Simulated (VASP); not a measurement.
# TaN (P-6m2) in VASP: notebook

TaN is run at these levels: PBEsol; tasks: single point.

Everything below comes from runs of VASP 6.6.1. Logs are shortened: lines on timing, memory, paths and dates and some standing lists are left out, and cuts for length are marked.

## Step 1: The cell of the first run

The structure is hexagonal, space group P-6m2 (No. 187). Conventional cell: a = 3.000 Å, b = 3.000 Å, c = 2.945 Å, α = 90.00°, β = 90.00°, γ = 120.00°. Ta (site symmetry -6m2) has 6 N at 2.27 Å and 8 Ta at 2.95 to 3.00 Å within 3.0 Å. Within 3.0 Å of N (site symmetry -6m2) lie 6 Ta at 2.27 Å and 8 N at 2.95 to 3.00 Å.

## Step 2: Single point, PBEsol (11.48 Å³/atom)

Contents of INCAR:

```
  PREC = Accurate
  ENCUT = 520
  EDIFF = 1E-6
  ISMEAR = 0
  SIGMA = 0.15
  LREAL = F
  LASPH = T
  NELM = 80
  ALGO = Normal
  ISIF = 2
  LWAVE = F
  LCHARG = F
  GGA = PS
  NBANDS = 15
```

Contents of KPOINTS:

```
Automatic mesh
0
Gamma
  21 21 18
```

Contents of POSCAR:

```
TaN
1.0
    2.9999774088      0.0000000000      0.0000000000
   -1.4999887044      2.5980566468      0.0000000000
    0.0000000000      0.0000000000      2.9453005316
Ta N
1 1
Direct
    0.3333333333      0.6666666667      0.5000000000
    0.0000000000      0.0000000000      0.0000000000
```

Potentials or basis: VASP PAW PBE potentials, release 64 (Ta_pv, N).

Run with:

```bash
> cat potpaw_PBE.64/Ta_pv/POTCAR potpaw_PBE.64/N/POTCAR > POTCAR
> mpirun -np 1 vasp_std > vasp.out
```

OUTCAR:

```text
PREC = Accurate
   ENCUT = 520
   EDIFF = 1E-6
   ISMEAR = 0
   LREAL = F
   LASPH = T
   NELM = 80
   ISIF = 2
   GGA = PS

 ion  position               nearest neighbor table
   1  0.333  0.667  0.500-   2 2.27   2 2.27   2 2.27   2 2.27   2 2.27   2 2.27
   2  0.000  0.000  0.000-   1 2.27   1 2.27   1 2.27   1 2.27   1 2.27   1 2.27

  LATTYP: Found a hexagonal cell.
 ALAT       =     2.9999774088
 C/A-ratio  =     0.9817742370

  Lattice vectors:

 A1 = (   2.9999774088,   0.0000000000,   0.0000000000)
 A2 = (  -1.4999887044,   2.5980566468,   0.0000000000)
 A3 = (   0.0000000000,   0.0000000000,   2.9453005316)

Analysis of symmetry for initial positions (statically):
=====================================================================
 Subroutine PRICEL returns:
 Original cell was already a primitive cell.

 Routine SETGRP: Setting up the symmetry group for a
 hexagonal supercell.

 Subroutine GETGRP returns: Found 12 space group operations
 (whereof 12 operations were pure point group operations)
 out of a pool of 24 trial point group operations.

The static configuration has the point symmetry D_3h.

Analysis of symmetry for dynamics (positions and initial velocities):
=====================================================================
 Subroutine PRICEL returns:
 Original cell was already a primitive cell.

 Routine SETGRP: Setting up the symmetry group for a
 hexagonal supercell.

 Subroutine GETGRP returns: Found 12 space group operations
 (whereof 12 operations were pure point group operations)
 out of a pool of 24 trial point group operations.

The dynamic configuration has the point symmetry D_3h.

 Subroutine INISYM returns: Found 12 space group operations
 (whereof 12 operations are pure point group operations),
 and found     1 'primitive' translations

----------------------------------------------------------------------------------------

                                     Primitive cell

  volume of cell :      22.9560

  direct lattice vectors                    reciprocal lattice vectors
     2.999977409  0.000000000  0.000000000     0.333335843  0.192451539  0.000000000
    -1.499988704  2.598056647  0.000000000     0.000000000  0.384903078  0.000000000
     0.000000000  0.000000000  2.945300532     0.000000000  0.000000000  0.339523926

  length of vectors
     2.999977409  2.999977409  2.945300532     0.384903078  0.384903078  0.339523926

  position of ions in fractional coordinates (direct lattice)
     0.333333333  0.666666667  0.500000000
     0.000000000  0.000000000  0.000000000

  ion indices of the primitive-cell ions
   primitive index   ion index
                 1           1
                 2           2

----------------------------------------------------------------------------------------

 KPOINTS: Automatic mesh

Automatic generation of k-mesh.
 Grid dimensions read from file:
 generate k-points for:   21   21   18

 Generating k-lattice:

  Cartesian coordinates                     Fractional coordinates (reciprocal lattice)
     0.015873135  0.009164359  0.000000000     0.047619048 -0.000000000  0.000000000
     0.000000000  0.018328718  0.000000000     0.000000000  0.047619048  0.000000000
     0.000000000  0.000000000  0.018862440     0.000000000  0.000000000  0.055555556

  Length of vectors
     0.018328718  0.018328718  0.018862440

  Shift w.r.t. Gamma in fractional coordinates (k-lattice)
     0.000000000  0.000000000  0.000000000

 Subroutine IBZKPT returns following result:
 ===========================================

 Found    480 irreducible k-points:

 Following reciprocal coordinates:
            Coordinates               Weight
  0.000000  0.000000  0.000000      1.000000
  0.047619  0.000000  0.000000      6.000000
  0.095238  0.000000  0.000000      6.000000
  0.142857  0.000000  0.000000      6.000000
  0.190476  0.000000  0.000000      6.000000
  0.238095  0.000000  0.000000      6.000000
[... 16 lines left out ...]
  0.142857  0.095238  0.000000     12.000000
  0.190476  0.095238  0.000000     12.000000
 [... further k-points ...]
   k-points           NKPTS =    480   k-points in BZ     NKDIM =    480   number of bands    NBANDS=     15
   number of dos      NEDOS =    301   number of ions     NIONS =      2
   total plane-waves  NPLWV =  13824
   dimension x,y,z NGX =    24 NGY =   24 NGZ =   24
   dimension x,y,z NGXF=    48 NGYF=   48 NGZF=   48
   ions per type =               1   1
   NGX,Y,Z   is equivalent  to a cutoff of  13.30, 13.30, 13.55 a.u.
   NGXF,Y,Z  is equivalent  to a cutoff of  26.60, 26.60, 27.09 a.u.
 SYSTEM =  unknown system
   PREC   = accura    normal or accurate (medium, high low for compatibility)
   ISTART =      0    job   : 0-new  1-cont  2-samecut
   ICHARG =      2    charge: 1-file 2-atom 10-const
   ISPIN  =      1    spin polarized calculation?
   LNONCOLLINEAR =      F non collinear calculations
   LSORBIT =      F    spin-orbit coupling
   LASPH  =      T    aspherical Exc in radial PAW
   ENCUT  =  520.0 eV  38.22 Ry    6.18 a.u.   5.58  5.58  5.48*2*pi/ulx,y,z
   NELM   =     80;   NELMIN=  2; NELMDL= -5     # of ELM steps
   EDIFF  = 0.1E-05   stopping-criterion for ELM
   LREAL  =      F    real-space projection
   EDIFFG = 0.1E-04   stopping-criterion for IOM
   NSW    =      0    number of steps for IOM
   IBRION =     -1    ionic relax: 0-MD 1-quasi-New 2-CG
   NFREE  =      0    steps in history (QN), initial steepest desc. (CG)
   ISIF   =      2    stress and relaxation
   ISYM   =      2    0-nonsym 1-usesym 2-fastsym
   POTIM  = 0.5000    time-step for ionic-motion
   TEBEG  =    0.0;   TEEND  =   0.0 temperature during run
   PSTRESS=    0.0 pullay stress
   NELECT =      16.0000    total number of electrons
   NUPDOWN=      -1.0000    fix difference up-down
   EMIN   =  10.00;   EMAX   =-10.00  energy-range for DOS
   EFERMI =   0.00;   METHOD = LEGACY
   ISMEAR =     0;   SIGMA  =   0.15  broadening in eV -4-tet -1-fermi 0-gaus
   EFERMI_NEDOS =   21; number of points for ismear=-14 and -15
   IALGO  =     38    algorithm
   IMIX   =      4    mixing-type and parameters
     AMIX     =   0.40;   BMIX     =  1.00
     AMIX_MAG =   1.60;   BMIX_MAG =  1.00
  volume/ion in A,a.u.               =      11.48        77.46
  Fermi-wavevector in a.u.,A,eV,Ry     =   1.451497  2.742931 28.665339  2.106843
  Thomas-Fermi vector in A             =   2.568987
   LORBIT       =      0    0 simple, 1 ext, 2 COOP (PROOUT), +10 PAW based schemes
   GGA     = PS    functional components
   LHFCALC =     F    Hartree Fock is set to
   AEXX    =    0.0000 exact exchange contribution
   IVDW    =     0    specifies the selected vdW correction
   LEPSILON=     F    determine dielectric tensor
   LRPA    =     F    only Hartree local field effects (RPA)
 non-spin polarized calculation
 Gauss-broadening in eV      SIGMA  =   0.15
  energy-cutoff  :      520.00
  volume of cell :       22.96
 maximum number of plane-waves:       638
 NGX is ok and might be reduce to    24
   NGX = 11   NGY = 11   NGZ = 11

 number of electron      16.0000000 magnetization

 Free energy of the ion-electron system (eV)
  ---------------------------------------------------
  ext. energy  EPLUGINS =         0.00000000
  ---------------------------------------------------
  free energy    TOTEN  =       -23.67982519 eV

  energy without entropy =      -23.67899499  energy(sigma->0) =      -23.67941009

 E-fermi :   7.4250     XC(G=0): -13.1638

 val. band max:        7.3733275202   @ k =   0.0000   0.0000   0.4444
 cond. band min:       7.4264437836   @ k =   0.0476   0.0000   0.5000
 fundamental gap:      0.0531162634
 Fermi energy:         7.4249587846

 k-point     1 :       0.0000    0.0000    0.0000
  band No.  band energies     occupation
      1     -27.5215      2.00000
      2     -27.2822      2.00000
      3     -27.2822      2.00000
      4      -9.8125      2.00000
      5       3.1587      2.00000
      6       3.1587      2.00000
      7       3.4988      2.00000
      8       4.6160      2.00000
      9       9.1944      0.00000
     10      10.7556      0.00000
     11      10.7556      0.00000
     12      11.0692      0.00000
     13      11.0692      0.00000
     14      20.0392      0.00000
     15      20.6140      0.00000

 k-point     2 :       0.0476    0.0000    0.0000
  band No.  band energies     occupation
      1     -27.5190      2.00000
      2     -27.3020      2.00000
      3     -27.2865      2.00000
      4      -9.7699      2.00000
      5       3.0070      2.00000
      6       3.1913      2.00000
      7       3.5657      2.00000
      8       4.5524      2.00000
      9       9.3630      0.00000
     10      10.6644      0.00000
     11      10.7620      0.00000
     12      11.0472      0.00000
     13      11.1308      0.00000
     14      20.0334      0.00000
     15      20.6123      0.00000

 k-point     3 :       0.0952    0.0000    0.0000
  band No.  band energies     occupation
      1     -27.5118      2.00000
      2     -27.3591      2.00000
      3     -27.2989      2.00000
      4      -9.6451      2.00000
      5       2.6285      2.00000
      6       3.2855      2.00000
      7       3.7324      2.00000
      8       4.3752      2.00000
      9       9.7833      0.00000
     10      10.4492      0.00000
     11      10.7857      0.00000
     12      10.9837      0.00000
     13      11.2983      0.00000
     14      20.0138      0.00000
     15      20.6077      0.00000
[... 343 lines left out ...]
 k-point    23 :       0.1429    0.0952    0.0000
  band No.  band energies     occupation
      1     -27.5915      2.00000
      2     -27.4802      2.00000
      3     -27.3638      2.00000
      4      -9.0881      2.00000
      5       1.4338      2.00000
      6       3.5988      2.00000
      7       3.7117      2.00000
      8       4.3712      2.00000
      9       9.4279      0.00000
     10      10.5764      0.00000
     11      11.0648      0.00000
     12      11.5495      0.00000
     13      12.0020      0.00000
     14      20.0376      0.00000
     15      20.6007      0.00000

 k-point    24 :       0.1905    0.0952    0.0000
  band No.  band energies     occupation
      1     -27.7012      2.00000
      2     -27.4645      2.00000
      3     -27.3970      2.00000
      4      -8.8039      2.00000
      5       0.9737      2.00000
      6       3.4322      2.00000
      7       3.6971      2.00000
      8       4.6412      2.00000
      9       9.1838      0.00000
     10      10.3703      0.00000
     11      11.2947      0.00000
     12      12.2068      0.00000
     13      12.2764      0.00000
     14      20.1250      0.00000
     15      20.6034      0.00000

 [... further k-points ...]

------------------------ aborting loop because EDIFF is reached ----------------------------------------

  FORCE on cell =-STRESS in cart. coord.  units (eV):
  Direction    XX          YY          ZZ          XY          YZ          ZX
  --------------------------------------------------------------------------------------
  -------------------------------------------------------------------------------------
  Total       -3.1918535     -3.1918535     -3.5606275      0.0000000      0.0000000     -0.0000000
  in kB     -222.7703127   -222.7703127   -248.5083067      0.0000000      0.0000000     -0.0000000
  external PRESSURE =    -231.3496441 kB  Pullay stress =       0.0000000 kB

 VOLUME and BASIS-vectors are now :
 -----------------------------------------------------------------------------
  energy-cutoff  :      520.00
  volume of cell :       22.96
      direct lattice vectors                 reciprocal lattice vectors
     2.999977409  0.000000000  0.000000000     0.333335843  0.192451539  0.000000000
    -1.499988704  2.598056647  0.000000000     0.000000000  0.384903078  0.000000000
     0.000000000  0.000000000  2.945300532     0.000000000  0.000000000  0.339523926

 POSITION                                       TOTAL-FORCE (eV/Angst)
 -----------------------------------------------------------------------------------
     -0.00000      1.73204      1.47265         0.000000      0.000000      0.000000
      0.00000      0.00000      0.00000        -0.000000      0.000000      0.000000
 -----------------------------------------------------------------------------------
    total drift:                                0.000000     -0.000000     -0.000000

  FREE ENERGIE OF THE ION-ELECTRON SYSTEM (eV)
  ---------------------------------------------------
  free  energy   TOTEN  =       -23.6798251888 eV

  energy  without entropy=      -23.6789949864  energy(sigma->0) =      -23.67941009
```

Wall time 2.3 min (1 thread of Intel Xeon 8259CL, shared host); peak memory 0.28 GiB.

Results:

```
Free energy            : -23.6798 eV
Pressure               : -23.1 GPa
Band gap on the k mesh : zero (bands 8 and 9 overlap by 0.29 eV)
```

Caveat: the cell stands under tension; the PAW data sets were made with another functional, which shifts forces and pressure a little; spin-orbit coupling is left out, which moves the levels of the heavy elements.

## Step 3: Single point, PBEsol (11.48 Å³/atom)

Contents of INCAR:

```
SYSTEM = TaN
PREC = Accurate
ENCUT = 520
EDIFF = 1E-7
ISMEAR = 0
SIGMA = 0.15
LREAL = .False.
LASPH = .True.
NELM = 80
ALGO = Normal
ISIF = 2
LWAVE = .False.
LCHARG = .True.
GGA = PS
LELF = .True.
LVHAR = .True.
NBANDS = 15
```

Contents of KPOINTS:

```
Automatic mesh
0
Gamma
  21 21 18
  0 0 0
```

Contents of POSCAR:

```
TaN
1.0
    2.9601864186      0.0000000000      0.0000000000
   -1.4800932093      2.5635966385      0.0000000000
    0.0000000000      0.0000000000      3.0250145012
Ta N
1 1
Direct
    0.3333333333      0.6666666667      0.5000000000
    0.0000000000      0.0000000000      0.0000000000
```

Potentials or basis: VASP PAW PBE potentials, release 64 (Ta_pv, N).

Run with:

```bash
> cat potpaw_PBE.64/Ta_pv/POTCAR potpaw_PBE.64/N/POTCAR > POTCAR
> mpirun -np 1 vasp_std > vasp.out
```

It took 2.4 min on 1 thread of Intel Xeon 8259CL, shared host; peak memory 0.28 GiB.

It converged, with:

```
Free energy            : -23.6276 eV
Pressure               : -23.7 GPa
Band gap on the k mesh : zero (bands 8 and 9 overlap by 0.37 eV)
```

Stress tensor (GPa, compression positive):
```
-15.43   0.00   0.00
  0.00 -15.43   0.00
  0.00   0.00 -40.10
```

Levels at points of the mesh, in eV from the Fermi level:
```
           k point  band 5  band 6  band 7  band 8  band 9  band 10  band 11  band 12
(0.00, 0.00, 0.00)   -4.05   -3.93   -3.93   -3.01    2.12     3.14     3.14     3.61
(0.00, 0.00, 0.50)   -8.99   -3.15   -3.15   -0.10   -0.10     1.72     3.40     3.40
```

Caveat: the cell stands under tension; the PAW data sets were made with another functional, which shifts forces and pressure a little; spin-orbit coupling is left out, which moves the levels of the heavy elements.
